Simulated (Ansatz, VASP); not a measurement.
Ag: VASP beside Ansatz

```
CELL_PARAMETERS angstrom
2.89040 0.00000 0.00000
-1.44520 2.50316 0.00000
0.00000 0.00000 4.72526
ATOMIC_POSITIONS crystal
Ag 0.33333 0.66667 0.25000
Ag 0.66667 0.33333 0.75000
```

Change from the starting cell: volume scaled by 0.96.

Alike in both runs: task single point; functional LDA; k mesh 14 × 14 × 8; occupations fermi-dirac, width 0.05 eV; no spin polarisation.

|  | VASP | Ansatz |
| --- | --- | --- |
| version | VASP 6.6.1 | Ansatz 0.2.0 |
| potentials or method | VASP PAW LDA potentials, release 64 (Ag), cutoff 520 eV | all-electron LAPW, scalar-relativistic |

|  | VASP | Ansatz | Ansatz less VASP |
| --- | --- | --- | --- |
| pressure (GPa) | -7.0 | -7.2 | -0.15 |
| traceless stress, the component that is largest in VASP (GPa) | -0.22 | -0.21 | +0.013 |

LDA's correlation is that of Perdew and Zunger in VASP and of Perdew and Wang (1992) in Ansatz. Ansatz ran all-electron here, and VASP with PAW potentials.
